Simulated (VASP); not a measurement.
# Cu (Fm-3m) in VASP: further runs

Cu is run at these levels: PBE; tasks: single point.

Program: VASP 6.6.1. These are calculated values, not measurements. Logs are shortened: lines on timing, memory, paths and dates and some standing lists are left out, and cuts for length are marked.

### 1 The cell of the first run

The structure is cubic, space group Fm-3m (No. 225). Conventional cell: a = 3.629 Å, b = 3.629 Å, c = 3.629 Å, α = 90.00°, β = 90.00°, γ = 90.00°. Cu (site symmetry m-3m) has 12 Cu at 2.57 Å within 3.4 Å.

### 2 Single point, PBE

INCAR reads:

```
SYSTEM = Cu
ALGO = Normal ; EDIFF = 1E-7
ENCUT = 520 ; GGA = PE
ISIF = 2 ; ISMEAR = -1
LASPH = .True. ; LCHARG = .False.
LREAL = .False. ; LWAVE = .False.
NBANDS = 12 ; NELM = 100
PREC = Accurate ; SIGMA = 0.01
```

KPOINTS reads:

```
k-points
0
Gamma
  15 15 15
  0 0 0
```

POSCAR reads:

```
Cu
1.0
    0.0000000000      1.8145751207      1.8145751207
    1.8145751207      0.0000000000      1.8145751207
    1.8145751207      1.8145751207      0.0000000000
Cu
1
Direct
    0.0000000000      0.0000000000      0.0000000000
```

Potentials or basis: VASP PAW PBE potentials, release 64 (Cu).

Command:

```
> cat potpaw_PBE.64/Cu/POTCAR > POTCAR
> mpirun -np 1 vasp_std > vasp.out
```

OUTCAR:

```text
SYSTEM = Cu
   EDIFF = 1E-7
   ENCUT = 520
   GGA = PE
   ISIF = 2
   ISMEAR = -1
   LASPH = .True.
   LREAL = .False.
   NELM = 100
   PREC = Accurate

 ion  position               nearest neighbor table
   1  0.000  0.000  0.000-

  LATTYP: Found a face centered cubic cell.
 ALAT       =     3.6291502414

  Lattice vectors:

 A1 = (   0.0000000000,   1.8145751207,   1.8145751207)
 A2 = (   1.8145751207,   0.0000000000,   1.8145751207)
 A3 = (   1.8145751207,   1.8145751207,   0.0000000000)

Analysis of symmetry for initial positions (statically):
=====================================================================
 Subroutine PRICEL returns:
 Original cell was already a primitive cell.

 Routine SETGRP: Setting up the symmetry group for a
 face centered cubic supercell.

 Subroutine GETGRP returns: Found 48 space group operations
 (whereof 48 operations were pure point group operations)
 out of a pool of 48 trial point group operations.

The static configuration has the point symmetry O_h .

Analysis of symmetry for dynamics (positions and initial velocities):
=====================================================================
 Subroutine PRICEL returns:
 Original cell was already a primitive cell.

 Routine SETGRP: Setting up the symmetry group for a
 face centered cubic supercell.

 Subroutine GETGRP returns: Found 48 space group operations
 (whereof 48 operations were pure point group operations)
 out of a pool of 48 trial point group operations.

The dynamic configuration has the point symmetry O_h .

 Subroutine INISYM returns: Found 48 space group operations
 (whereof 48 operations are pure point group operations),
 and found     1 'primitive' translations

----------------------------------------------------------------------------------------

                                     Primitive cell

  volume of cell :      11.9496

  direct lattice vectors                    reciprocal lattice vectors
     0.000000000  1.814575121  1.814575121    -0.275546597  0.275546597  0.275546597
     1.814575121  0.000000000  1.814575121     0.275546597 -0.275546597  0.275546597
     1.814575121  1.814575121  0.000000000     0.275546597  0.275546597 -0.275546597

  length of vectors
     2.566196746  2.566196746  2.566196746     0.477260706  0.477260706  0.477260706

  position of ions in fractional coordinates (direct lattice)
     0.000000000  0.000000000  0.000000000
[... 81 lines left out ...]
   NFREE  =      0    steps in history (QN), initial steepest desc. (CG)
   ISIF   =      2    stress and relaxation
   ISYM   =      2    0-nonsym 1-usesym 2-fastsym
   POTIM  = 0.5000    time-step for ionic-motion
   TEBEG  =    0.0;   TEEND  =   0.0 temperature during run
   PSTRESS=    0.0 pullay stress
   NELECT =      11.0000    total number of electrons
   NUPDOWN=      -1.0000    fix difference up-down
   EMIN   =  10.00;   EMAX   =-10.00  energy-range for DOS
   EFERMI =   0.00;   METHOD = LEGACY
   ISMEAR =    -1;   SIGMA  =   0.01  broadening in eV -4-tet -1-fermi 0-gaus
   EFERMI_NEDOS =   21; number of points for ismear=-14 and -15
   IALGO  =     38    algorithm
   IMIX   =      4    mixing-type and parameters
     AMIX     =   0.40;   BMIX     =  1.00
     AMIX_MAG =   1.60;   BMIX_MAG =  1.00
  volume/ion in A,a.u.               =      11.95        80.64
  Fermi-wavevector in a.u.,A,eV,Ry     =   1.592529  3.009444 34.506411  2.536150
  Thomas-Fermi vector in A             =   2.690900
   LORBIT       =      0    0 simple, 1 ext, 2 COOP (PROOUT), +10 PAW based schemes
   GGA     = PE    functional components
   LHFCALC =     F    Hartree Fock is set to
   AEXX    =    0.0000 exact exchange contribution
   IVDW    =     0    specifies the selected vdW correction
   LEPSILON=     F    determine dielectric tensor
   LRPA    =     F    only Hartree local field effects (RPA)
 non-spin polarized calculation
  energy-cutoff  :      520.00
  volume of cell :       11.95
 maximum number of plane-waves:       332
   NGX =  9   NGY =  9   NGZ =  9

 number of electron      10.9999998 magnetization

 Free energy of the ion-electron system (eV)
  ---------------------------------------------------
  ext. energy  EPLUGINS =         0.00000000
  ---------------------------------------------------
  free energy    TOTEN  =        -3.72591716 eV

  energy without entropy =       -3.72570637  energy(sigma->0) =       -3.72581177

 E-fermi :   7.5601     XC(G=0): -12.6594

 val. band max:        7.5171533544   @ k =  -0.4000   0.1333   0.0000
 cond. band min:       7.5612060593   @ k =  -0.4667   0.1333   0.0667
 fundamental gap:      0.0440527049
 Fermi energy:         7.5601475340

 k-point     1 :       0.0000    0.0000    0.0000
  band No.  band energies     occupation
      1      -1.8220      2.00000
      2       4.4371      2.00000
      3       4.4371      2.00000
      4       4.4371      2.00000
      5       5.2434      2.00000
      6       5.2434      2.00000
      7      29.9410      0.00000
      8      32.4936      0.00000
      9      32.4936      0.00000
     10      32.4936      0.00000
     11      34.9740      0.00000
     12      34.9740      0.00000
[... 331 lines left out ...]
 k-point    24 :       0.2000    0.1333    0.0000
  band No.  band energies     occupation
      1      -0.4227      2.00000
      2       4.0834      2.00000
      3       4.7024      2.00000
      4       4.7296      2.00000
      5       4.9993      2.00000
      6       5.3801      2.00000
      7      24.9415      0.00000
      8      27.1835      0.00000
      9      28.2663      0.00000
     10      30.3880      0.00000
     11      32.9804      0.00000
     12      38.7656      0.00000

 [... further k-points ...]

------------------------ aborting loop because EDIFF is reached ----------------------------------------

  FORCE on cell =-STRESS in cart. coord.  units (eV):
  Direction    XX          YY          ZZ          XY          YZ          ZX
  --------------------------------------------------------------------------------------
  -------------------------------------------------------------------------------------
  Total        0.0257315      0.0257315      0.0257315     -0.0000000      0.0000000     -0.0000000
  in kB        3.4500102      3.4500102      3.4500102     -0.0000000      0.0000000     -0.0000000
  external PRESSURE =       3.4500102 kB  Pullay stress =       0.0000000 kB

 VOLUME and BASIS-vectors are now :
 -----------------------------------------------------------------------------
  energy-cutoff  :      520.00
  volume of cell :       11.95
      direct lattice vectors                 reciprocal lattice vectors
     0.000000000  1.814575121  1.814575121    -0.275546597  0.275546597  0.275546597
     1.814575121  0.000000000  1.814575121     0.275546597 -0.275546597  0.275546597
     1.814575121  1.814575121  0.000000000     0.275546597  0.275546597 -0.275546597

 POSITION                                       TOTAL-FORCE (eV/Angst)
 -----------------------------------------------------------------------------------
      0.00000      0.00000      0.00000         0.000000     -0.000000      0.000000
 -----------------------------------------------------------------------------------
    total drift:                               -0.000000     -0.000000     -0.000000

  FREE ENERGIE OF THE ION-ELECTRON SYSTEM (eV)
  ---------------------------------------------------
  free  energy   TOTEN  =        -3.7259171628 eV

  energy  without entropy=       -3.7257063691  energy(sigma->0) =       -3.72581177
```

It took 37 s on 1 thread of Intel Xeon 8259CL, shared host; peak memory 0.1 GiB.

What came out:

```yaml
Free_energy: -3.7259 eV
Pressure: 0.3 GPa
```

### 3 Single point, PBE

INCAR reads:

```
PREC = Accurate
ENCUT = 520
EDIFF = 1E-6
ISMEAR = -1
SIGMA = 0.03
LREAL = F
LASPH = T
NELM = 100
ALGO = Normal
ISIF = 2
LWAVE = F
LCHARG = F
GGA = PE
NBANDS = 12
```

KPOINTS reads:

```
Automatic mesh
0
Gamma
  15 15 15
```

POSCAR is that of step 2.

Potentials or basis: VASP PAW PBE potentials, release 64 (Cu).

Command:

```
> cat potpaw_PBE.64/Cu/POTCAR > POTCAR
> mpirun -np 1 vasp_std > vasp.out
```

Run time: 34 s. Hardware: 1 thread of Intel Xeon 8259CL, shared host; peak memory 0.1 GiB.

It converged, with:

| Property | Result |
| --- | --- |
| Free energy | -3.7265 eV |
| Pressure | 0.4 GPa |

Levels at points of the mesh, in eV from the Fermi level:
```
           k point  band 4  band 5  band 6  band 7  band 8  band 9
(0.00, 0.00, 0.00)   -3.12   -2.31   -2.31   22.38   24.94   24.94
```

(Continued in part 2 of 2.)
